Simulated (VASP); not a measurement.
A run of VASP 6.6.1:

File INCAR:

```
SYSTEM = Li2NbO6
  PREC = Accurate
  ENCUT = 520
  EDIFF = 1E-6
  ISMEAR = 0
  SIGMA = 0.1
  LREAL = .False.
  LASPH = .True.
  NELM = 150
  ALGO = Normal
  ISIF = 2
  LWAVE = .False.
  LCHARG = .False.
  ISPIN = 2
  MAGMOM = -0.01 -0.01 -0.22 0.91 0.91 0.91 0.91 0.91 0.91
  LORBIT = 11
  LMAXMIX = 4
  GGA = PE
  NBANDS = 42
```

KPOINTS

```
Automatic mesh
0
Gamma
  3 3 4
  0 0 0
```

Contents of POSCAR:

```
Li2NbO6
1.0
    5.8835700000      0.0000000000      0.0000000000
   -2.9417850000      5.0953210800      0.0000000000
    0.0000000000      0.0000000000      4.9421988000
Li Nb O
2 1 6
Direct
    0.3333333300      0.6666666700      0.7500000000
    0.6666666700      0.3333333300      0.2500000000
    0.0000000000      0.0000000000      0.0000000000
    0.8333333300      0.6666666700      0.7500000000
    0.3333333300      0.1666666700      0.7500000000
    0.8333333300      0.1666666700      0.7500000000
    0.1666666700      0.3333333300      0.2500000000
    0.6666666700      0.8333333300      0.2500000000
    0.1666666700      0.8333333300      0.2500000000
```

Potentials or basis: VASP PAW PBE potentials, release 64 (Li_sv, Nb_sv, O).

Command:

```bash
$ cat potpaw_PBE.64/Li_sv/POTCAR potpaw_PBE.64/Nb_sv/POTCAR potpaw_PBE.64/O/POTCAR > POTCAR
$ mpirun -np 1 vasp_std > vasp.out
```

Hardware: 1 thread of AMD EPYC 7R13 (shared host).

Task: Estimate the wall time of this run.

Result: It took 8.5 min on 1 thread of AMD EPYC 7R13, with other jobs on the host, peak memory 0.38 GiB. Counts: scf iterations 16, k points 10.
